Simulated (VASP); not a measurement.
# Li15MgO8 (a cell with a defect) in VASP: single point with PBE

Aim: the single point of Li15MgO8 (a cell with a defect) with PBE.

Program: VASP 6.6.1. These are calculated values, not measurements. Logs are shortened: lines on timing, memory, paths and dates and some standing lists are left out, and cuts for length are marked.

## Step 1: The cell of the first run

The cell holds a defect, 24 atoms: a = 6.520 Å, b = 6.520 Å, c = 6.520 Å, α = 60.00°, β = 60.00°, γ = 60.00°.

## Step 2: Single point, PBE, collinear spin, ferromagnetic start

File INCAR:

```
PREC = Accurate
ENCUT = 520
EDIFF = 1E-7
ISMEAR = -1
SIGMA = 0.01
LREAL = Auto
LASPH = T
NELM = 150
ALGO = Normal
ISIF = 2
LWAVE = F
LCHARG = F
ISPIN = 2
MAGMOM = 1 0 0 0 0 0 0 0 0 0 0 0 0 0 0 0 0 0 0 0 0 0 0 0
LORBIT = 11
GGA = PE
NBANDS = 70
```

File KPOINTS:

```
regular mesh
0
Gamma
  4 4 4
```

File POSCAR:

```
Li15MgO8
1.0
    0.0000000000      4.6100000000      4.6100000000
    4.6100000000      0.0000000000      4.6100000000
    4.6100000000      4.6100000000      0.0000000000
Mg Li O
1 15 8
Direct
    0.1249322953      0.1249322953      0.1262649033
    0.1275195449      0.1275195449      0.6229491864
    0.1277080232      0.6222345552      0.1282832402
    0.1272811083      0.6227317542      0.6232356623
    0.6222345552      0.1277080232      0.1282832402
    0.6227317542      0.1272811083      0.6232356623
    0.6225119834      0.6225119834      0.1280237245
    0.6250130247      0.6250130247      0.6260608197
    0.3749720664      0.3749720664      0.3757697824
    0.3881621008      0.3881621008      0.8625468012
    0.3883355436      0.8617370100      0.3888987472
    0.3881118703      0.8619723464      0.8626516740
    0.8617370100      0.3883355436      0.3888987472
    0.8619723464      0.3881118703      0.8626516740
    0.8618484554      0.8618484554      0.3888820374
    0.8749754337      0.8749754337      0.8758498491
    0.0004238665      0.0004238665      0.0010472104
    0.0001504326      0.0001504326      0.5001051911
    0.0002699062      0.4990572805      0.0009369280
   -0.0025463831      0.5008767099      0.5015508359
    0.4990572805      0.0002699062      0.0009369280
    0.5008767099     -0.0025463831      0.5015508359
    0.5008433357      0.5008433357     -0.0017753705
    0.5008777356      0.5008777356      0.5015679400
```

Potentials or basis: VASP PAW PBE potentials, release 64 (Mg, Li_sv, O).

Run with:

```console
> cat potpaw_PBE.64/Mg/POTCAR potpaw_PBE.64/Li_sv/POTCAR potpaw_PBE.64/O/POTCAR > POTCAR
> mpirun -np 1 vasp_std > vasp.out
```

OUTCAR:

```text
PREC = Accurate
   ENCUT = 520
   EDIFF = 1E-7
   ISMEAR = -1
   LREAL = Auto
   LASPH = T
   NELM = 150
   ISIF = 2
   ISPIN = 2
   LORBIT = 11
   GGA = PE

 ion  position               nearest neighbor table
   1  0.125  0.125  0.126-  18 1.99  19 1.99  21 1.99  17 1.99  11 2.43  13 2.43  15 2.43  10 2.43
                            14 2.43  12 2.43
   2  0.128  0.128  0.623-  20 1.99  22 1.99  18 2.01  17 2.01   9 2.28  11 2.31  13 2.31  12 2.31
                            14 2.31  16 2.33
   3  0.128  0.622  0.128-  23 1.99  20 1.99  19 2.01  17 2.01   9 2.28  10 2.31  13 2.31  12 2.31
                            15 2.31  16 2.33
   4  0.127  0.623  0.623-  20 1.99  24 1.99  18 2.01  19 2.01   9 2.28  15 2.31  14 2.31  11 2.31
                            10 2.31  16 2.33
   5  0.622  0.128  0.128-  23 1.99  22 1.99  21 2.01  17 2.01   9 2.28  10 2.31  11 2.31  14 2.31
                            15 2.31  16 2.33
   6  0.623  0.127  0.623-  22 1.99  24 1.99  18 2.01  21 2.01   9 2.28  15 2.31  12 2.31  13 2.31
                            10 2.31  16 2.33
   7  0.623  0.623  0.128-  23 1.99  24 1.99  19 2.01  21 2.01   9 2.28  12 2.31  14 2.31  13 2.31
                            11 2.31  16 2.33
   8  0.625  0.625  0.626-  23 1.98  22 1.98  20 1.98  24 1.98  12 2.18  14 2.18  15 2.18  10 2.18
                            11 2.18  13 2.18
   9  0.375  0.375  0.376-  20 2.01  22 2.01  23 2.01  24 2.01   3 2.28   5 2.28   2 2.28   7 2.28
[... 27 lines left out ...]
  23  0.501  0.501  0.998-  10 1.92  12 1.92  14 1.92   8 1.98   7 1.99   5 1.99   3 1.99   9 2.01

  24  0.501  0.501  0.502-  11 1.92  13 1.92  10 1.92   8 1.98   7 1.99   6 1.99   4 1.99   9 2.01

  LATTYP: Found a face centered cubic cell.
 ALAT       =     9.2200000000

  Lattice vectors:

 A1 = (   0.0000000000,   4.6100000000,   4.6100000000)
 A2 = (   4.6100000000,   0.0000000000,   4.6100000000)
 A3 = (   4.6100000000,   4.6100000000,   0.0000000000)

Analysis of symmetry for initial positions (statically):
=====================================================================
 Subroutine PRICEL returns:
 Original cell was already a primitive cell.

 Routine SETGRP: Setting up the symmetry group for a
 face centered cubic supercell.

 Subroutine GETGRP returns: Found  2 space group operations
 (whereof  2 operations were pure point group operations)
 out of a pool of 48 trial point group operations.

The static configuration has the point symmetry C_1h.

Analysis of symmetry for dynamics (positions and initial velocities):
=====================================================================
 Subroutine PRICEL returns:
 Original cell was already a primitive cell.

 Routine SETGRP: Setting up the symmetry group for a
 face centered cubic supercell.

 Subroutine GETGRP returns: Found  2 space group operations
 (whereof  2 operations were pure point group operations)
 out of a pool of 48 trial point group operations.

The dynamic configuration has the point symmetry C_1h.

Analysis of structural, dynamic, and magnetic symmetry:
=====================================================================
 Subroutine PRICEL returns:
 Original cell was already a primitive cell.

 Routine SETGRP: Setting up the symmetry group for a
 face centered cubic supercell.

 Subroutine GETGRP returns: Found  2 space group operations
 (whereof  2 operations were pure point group operations)
 out of a pool of 48 trial point group operations.

The overall configuration has the point symmetry C_1h.

 Subroutine INISYM returns: Found  2 space group operations
 (whereof  2 operations are pure point group operations),
 and found     1 'primitive' translations

----------------------------------------------------------------------------------------

                                     Primitive cell

  volume of cell :     195.9444

  direct lattice vectors                    reciprocal lattice vectors
     0.000000000  4.610000000  4.610000000    -0.108459870  0.108459870  0.108459870
     4.610000000  0.000000000  4.610000000     0.108459870 -0.108459870  0.108459870
     4.610000000  4.610000000  0.000000000     0.108459870  0.108459870 -0.108459870

  length of vectors
     6.519524523  6.519524523  6.519524523     0.187858005  0.187858005  0.187858005

  position of ions in fractional coordinates (direct lattice)
[... 109 lines left out ...]
   ions per type =               1  15   8
   NGX,Y,Z   is equivalent  to a cutoff of  12.24, 12.24, 12.24 a.u.
   NGXF,Y,Z  is equivalent  to a cutoff of  24.48, 24.48, 24.48 a.u.
 SYSTEM =  unknown system
   PREC   = accura    normal or accurate (medium, high low for compatibility)
   ISTART =      0    job   : 0-new  1-cont  2-samecut
   ICHARG =      2    charge: 1-file 2-atom 10-const
   ISPIN  =      2    spin polarized calculation?
   LNONCOLLINEAR =      F non collinear calculations
   LSORBIT =      F    spin-orbit coupling
   LASPH  =      T    aspherical Exc in radial PAW
   ENCUT  =  520.0 eV  38.22 Ry    6.18 a.u.  12.12 12.12 12.12*2*pi/ulx,y,z
   NELM   =    150;   NELMIN=  2; NELMDL= -5     # of ELM steps
   EDIFF  = 0.1E-06   stopping-criterion for ELM
   LREAL  =      T    real-space projection
   EDIFFG = 0.1E-05   stopping-criterion for IOM
   NSW    =      0    number of steps for IOM
   IBRION =     -1    ionic relax: 0-MD 1-quasi-New 2-CG
   NFREE  =      0    steps in history (QN), initial steepest desc. (CG)
   ISIF   =      2    stress and relaxation
   ISYM   =      2    0-nonsym 1-usesym 2-fastsym
   POTIM  = 0.5000    time-step for ionic-motion
   TEBEG  =    0.0;   TEEND  =   0.0 temperature during run
   PSTRESS=    0.0 pullay stress
   NELECT =      95.0000    total number of electrons
   NUPDOWN=      -1.0000    fix difference up-down
   EMIN   =  10.00;   EMAX   =-10.00  energy-range for DOS
   EFERMI =   0.00;   METHOD = LEGACY
   ISMEAR =    -1;   SIGMA  =   0.01  broadening in eV -4-tet -1-fermi 0-gaus
   EFERMI_NEDOS =   21; number of points for ismear=-14 and -15
   IALGO  =     38    algorithm
   IMIX   =      4    mixing-type and parameters
     AMIX     =   0.40;   BMIX     =  1.00
     AMIX_MAG =   1.60;   BMIX_MAG =  1.00
  volume/ion in A,a.u.               =       8.16        55.10
  Fermi-wavevector in a.u.,A,eV,Ry     =   1.286091  2.430360 22.504453  1.654031
  Thomas-Fermi vector in A             =   2.418186
   LORBIT       =     11    0 simple, 1 ext, 2 COOP (PROOUT), +10 PAW based schemes
   GGA     = PE    functional components
   LHFCALC =     F    Hartree Fock is set to
   AEXX    =    0.0000 exact exchange contribution
   IVDW    =     0    specifies the selected vdW correction
   LEPSILON=     F    determine dielectric tensor
   LRPA    =     F    only Hartree local field effects (RPA)
 spin polarized calculation
  energy-cutoff  :      520.00
  volume of cell :      195.94
 maximum number of plane-waves:      5297
   NGX = 25   NGY = 25   NGZ = 25

 number of electron      94.9999964 magnetization       0.4998381

 Free energy of the ion-electron system (eV)
  ---------------------------------------------------
  ext. energy  EPLUGINS =         0.00000000
  ---------------------------------------------------
  free energy    TOTEN  =      -111.32458104 eV

  energy without entropy =     -111.32385658  energy(sigma->0) =     -111.32421881

 E-fermi :   6.8676     XC(G=0):  -9.9970

 val. band max:        6.8588775313   @ k =   0.0000   0.0000   0.2500
 cond. band min:       6.9953267738   @ k =   0.0000   0.0000   0.2500
 fundamental gap:      0.1364492425
 Fermi energy:         6.8676132090

 spin component 1

 k-point     1 :       0.0000    0.0000    0.0000
  band No.  band energies     occupation
      1     -41.4035      1.00000
      2     -41.2688      1.00000
      3     -41.2139      1.00000
      4     -41.2138      1.00000
      5     -41.1950      1.00000
      6     -41.1949      1.00000
[... 1477 lines left out ...]
     58      11.7140      0.00000
     59      12.0588      0.00000
 Fermi energy:         6.8676132090

 spin component 2

 k-point     1 :       0.0000    0.0000    0.0000
  band No.  band energies     occupation
      1     -41.3944      1.00000
      2     -41.2594      1.00000
      3     -41.2046      1.00000
      4     -41.2045      1.00000
      5     -41.1856      1.00000
      6     -41.1855      1.00000
[... 1477 lines left out ...]
     58      11.8166      0.00000
     59      12.1566      0.00000
 [bands above 59 left out]

------------------------ aborting loop because EDIFF is reached ----------------------------------------

  FORCE on cell =-STRESS in cart. coord.  units (eV):
  Direction    XX          YY          ZZ          XY          YZ          ZX
  --------------------------------------------------------------------------------------
  -------------------------------------------------------------------------------------
  Total        7.6877017      7.6877017      7.6982853     -0.0069950     -0.0102250     -0.0102249
  in kB       62.8599938     62.8599938     62.9465329     -0.0571959     -0.0836067     -0.0836062
  external PRESSURE =      62.8888401 kB  Pullay stress =       0.0000000 kB

 VOLUME and BASIS-vectors are now :
 -----------------------------------------------------------------------------
  energy-cutoff  :      520.00
  volume of cell :      195.94
      direct lattice vectors                 reciprocal lattice vectors
     0.000000000  4.610000000  4.610000000    -0.108459870  0.108459870  0.108459870
     4.610000000  0.000000000  4.610000000     0.108459870 -0.108459870  0.108459870
     4.610000000  4.610000000  0.000000000     0.108459870  0.108459870 -0.108459870

 POSITION                                       TOTAL-FORCE (eV/Angst)
 -----------------------------------------------------------------------------------
      1.15802      1.15802      1.15188        -0.014550     -0.014550      0.007134
      3.45966      3.45966      1.17573         0.006186      0.006186     -0.005894
      3.45989      1.18012      3.45724         0.004443     -0.007837      0.001951
      5.74391      3.45988      3.45756         0.002438      0.005953     -0.000126
      1.18012      3.45989      3.45724        -0.007837      0.004443      0.001951
      3.45988      5.74391      3.45756         0.005953      0.002438     -0.000126
[... 16 lines left out ...]
      6.91070      6.91070      4.61778         0.005527      0.005527     -0.005849
      4.62127      4.62127      4.61809        -0.010115     -0.010115     -0.010102
 -----------------------------------------------------------------------------------
    total drift:                                0.006491      0.006491      0.008933

  FREE ENERGIE OF THE ION-ELECTRON SYSTEM (eV)
  ---------------------------------------------------
  free  energy   TOTEN  =      -111.3245810426 eV

  energy  without entropy=     -111.3238565756  energy(sigma->0) =     -111.32421881

 total charge

# of ion       s       p       d       tot
------------------------------------------
    1        0.193   0.212   0.087   0.492
    2        2.036   0.085   0.000   2.121
    3        2.036   0.085   0.000   2.121
    4        2.036   0.085   0.000   2.121
    5        2.036   0.085   0.000   2.121
    6        2.036   0.085   0.000   2.121
[... 16 lines left out ...]
   23        1.541   3.508   0.000   5.049
   24        1.541   3.507   0.000   5.048
--------------------------------------------------
tot         43.114  29.534   0.087  72.735

 magnetization (x)

# of ion       s       p       d       tot
------------------------------------------
    1        0.003   0.006   0.002   0.011
    2        0.001   0.003   0.000   0.004
    3        0.001   0.003   0.000   0.004
    4        0.001   0.003   0.000   0.004
    5        0.001   0.003   0.000   0.004
    6        0.001   0.003   0.000   0.004
[... 16 lines left out ...]
   23        0.003  -0.005   0.000  -0.002
   24        0.003  -0.005   0.000  -0.002
--------------------------------------------------
tot          0.049   0.017   0.002   0.068
```

Run time: 29 min. Hardware: 1 thread of AMD EPYC 7R43 (Zen 3), shared host; peak memory 0.62 GiB.

What came out:

| Item | Value |
| --- | --- |
| Free energy | -111.3246 eV |
| Largest force | 0.024 eV/Å |
| Net moment | 0.50 μB per cell |
| Valence electrons inside the program's atomic spheres | Mg 0.49; Li 2.12, 2.14, 2.13; O 5.04, 5.05 |

Forces in eV/Å, atoms in the order of the input:
```
Mg  -0.015 -0.015  0.007
Li   0.006  0.006 -0.006
Li   0.004 -0.008  0.002
Li   0.002  0.006  0.000
Li  -0.008  0.004  0.002
Li   0.006  0.002  0.000
Li   0.004  0.004  0.002
Li  -0.006 -0.006 -0.002
Li   0.005  0.005  0.002
Li  -0.004 -0.004 -0.018
Li  -0.002 -0.015 -0.001
Li   0.023 -0.005 -0.001
Li  -0.015 -0.002 -0.001
Li  -0.005  0.023 -0.001
Li  -0.004 -0.004  0.014
Li   0.003  0.003  0.001
O    0.006  0.006  0.002
O   -0.006 -0.006  0.009
O   -0.003  0.010 -0.005
O   -0.008  0.009  0.008
O    0.010 -0.003 -0.005
O    0.009 -0.008  0.008
O    0.006  0.006 -0.006
O   -0.010 -0.010 -0.010
```

Caveat: the cutoff is under 1.25 times the usual one of these potentials, so pressure, stress and relaxed cells hold a basis-set (Pulay) error.
